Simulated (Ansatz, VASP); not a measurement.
Sb in VASP and in Ansatz

The input POSCAR:

```
Sb
1.0
    3.3038250164      0.0000000000      0.0000000000
   -1.6519125082      2.8611963939      0.0000000000
    0.0000000000      0.0000000000      5.4945436849
Sb
2
Direct
    0.3333333333      0.6666666667      0.2500000000
    0.6666666667      0.3333333333      0.7500000000
```

File INCAR.step1:

```
PREC     = Accurate       # precision mode
ENCUT    = 520            # plane-wave cutoff, eV
ISMEAR   = -1             # smearing method
SIGMA    = 0.1            # smearing width, eV
LREAL    = False          # projectors in reciprocal space
LASPH    = True           # aspherical terms in the spheres
NELM     = 80             # most SCF steps
NBANDS   = 12             # bands
GGA      = PE             # functional
ALGO     = Normal         # electronic algorithm
EDIFF    = 1E-4           # SCF threshold, eV
LWAVE    = True           # write WAVECAR
LCHARG   = False          # write CHGCAR
```

File INCAR.step2:

```
PREC     = Accurate       # precision mode
ENCUT    = 520            # plane-wave cutoff, eV
EDIFF    = 1E-7           # SCF threshold, eV
ISMEAR   = -1             # smearing method
SIGMA    = 0.1            # smearing width, eV
LREAL    = False          # projectors in reciprocal space
LASPH    = True           # aspherical terms in the spheres
NELM     = 80             # most SCF steps
ALGO     = Normal         # electronic algorithm
ISIF     = 2              # what is computed and relaxed
LWAVE    = False          # write WAVECAR
LCHARG   = True           # write CHGCAR
METAGGA  = R2SCAN         # meta-GGA
LMIXTAU  = True         
LELF     = True           # ELF
LVHAR    = True         
NBANDS   = 12             # bands
ISTART   = 1
```

Contents of KPOINTS:

```
regular mesh
0
Gamma
  12 12 7
```

Input for Ansatz:

```yaml
crystal:
  lattice:
    - [3.3038250164, 0.0, 0.0]
    - [-1.6519125082, 2.8611963939, 0.0]
    - [0.0, 0.0, 5.4945436849]
  atoms:
    - { symbol: Sb, position: [0.3333333333, 0.6666666667, 0.25] }
    - { symbol: Sb, position: [0.6666666667, 0.3333333333, 0.75] }
hamiltonian:
  xc: r2scan
  pseudopotentials:
    kind: paw
    azcp:
      Sb: "pseudopotentials/Sb.paw.azcp"
basis:
  ecutwfc: 500
  fft_grid_basis: typed
kpoints:
  mp_grid: { grid: [12, 12, 7], shift: [0, 0, 0] }
magnetization:
  spin_polarized: false
scf:
  occupations: { method: fermi_dirac, width: 0.1 }
  lower_state_search: "off"
output:
  stress: true
```

Alike in both runs: task single point; functional r2SCAN; k mesh 12 × 12 × 7; occupations fermi-dirac, width 0.1 eV; no spin polarisation.

```csv
,VASP,Ansatz
version,VASP 6.6.1,Ansatz 0.2.0
potentials or method,"VASP PAW PBE potentials, release 64 (Sb), cutoff 520 eV","plane waves (500 eV) with PAW, scalar-relativistic"
valence electrons in the cell,10,30
```

```csv
,VASP,Ansatz,Ansatz less VASP
pressure (GPa),2.9,3.0,+0.10
"traceless stress, the component that is largest in VASP (GPa)",-0.79,-0.79,+0.006
```

VASP's potentials were made for PBE, not for r2SCAN. VASP's potentials hold 10 valence electrons a cell and Ansatz's 30, so a difference there can come from the potentials and not from the codes.

Spin-orbit coupling is off throughout.
